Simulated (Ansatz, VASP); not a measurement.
## One calculation of SiC, two programs

```xyz
12
Lattice="3.0785 0.0000 0.0000 -1.5392 2.6660 0.0000 0.0000 0.0000 15.1062" Properties=species:S:1:pos:R:3 pbc="T T T"
Si    0.0000    0.0000   -0.0006
Si    0.0000    1.7774    2.5182
Si    1.5392    0.8887    5.0331
Si    0.0000    0.0000    7.5525
Si    1.5392    0.8887   10.0713
Si    0.0000    1.7774   12.5862
C     0.0000    0.0000    1.8931
C     0.0000    1.7774    4.4063
C     1.5392    0.8887    6.9210
C     0.0000    0.0000    9.4462
C     1.5392    0.8887   11.9594
C     0.0000    1.7774   14.4741
```

Alike in both runs: functional r2SCAN; k mesh 8 × 8 × 2; no spin polarisation.

Ansatz relaxed the structure, and its values are those at the end. VASP's run is a single point on that final structure, the one shown.

|  | VASP | Ansatz |
| --- | --- | --- |
| version | VASP 6.6.1 | Ansatz 0.2.0 |
| potentials or method | VASP PAW PBE potentials, release 64 (Si, C), cutoff 660 eV | scalar-relativistic, plane waves, PAW |
| occupations | gaussian, width 0.01 eV | fixed |
| valence electrons in the cell | 48 | 48 |

|  | VASP | Ansatz | Ansatz less VASP |
| --- | --- | --- | --- |
| gap on the k mesh at the Fermi level (eV) | 2.40 | 2.39 | -0.012 |
| least direct gap on the mesh (eV) | 3.56 | 3.54 | -0.014 |
| pressure (GPa) | -0.4 | 0.0 | +0.40 |

VASP's potentials were made for PBE, not for r2SCAN.
